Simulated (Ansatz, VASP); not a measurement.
## One calculation of Au, two programs

```
Au
1.0
    -1.65727    1.65727    1.65727
     1.65727   -1.65727    1.65727
     1.65727    1.65727   -1.65727
Au
1
Direct
  0.00000 0.00000 0.00000
```

Alike in both runs: task relaxation of cell and atoms; functional PBEsol; k mesh 8 × 8 × 8; occupations gaussian, width 0.1 eV; no spin polarisation.

|  | VASP | Ansatz |
| --- | --- | --- |
| version | VASP 6.6.1 | Ansatz 0.2.0 |
| potentials or method | VASP PAW PBE potentials, release 64 (Au), cutoff 500 eV | scalar-relativistic, plane waves, PAW |
| valence electrons in the cell | 11 | 19 |

```tsv
	VASP	Ansatz	Ansatz less VASP
gap on the k mesh at the Fermi level, each at its own relaxed structure (eV)	none	none	-
relaxed volume (Å³/atom)	17.03	17.03	-0.001
relaxed cell length with the largest relative difference (Å)	2.807	2.807	-0.0001
```

VASP's potentials were made for PBE, not for PBEsol. A gap of «none» marks a metal or a gap that the smearing closes. VASP's potentials hold 11 valence electrons a cell and Ansatz's 19, so a difference there can come from the potentials and not from the codes.

Neither program's run includes spin-orbit coupling.
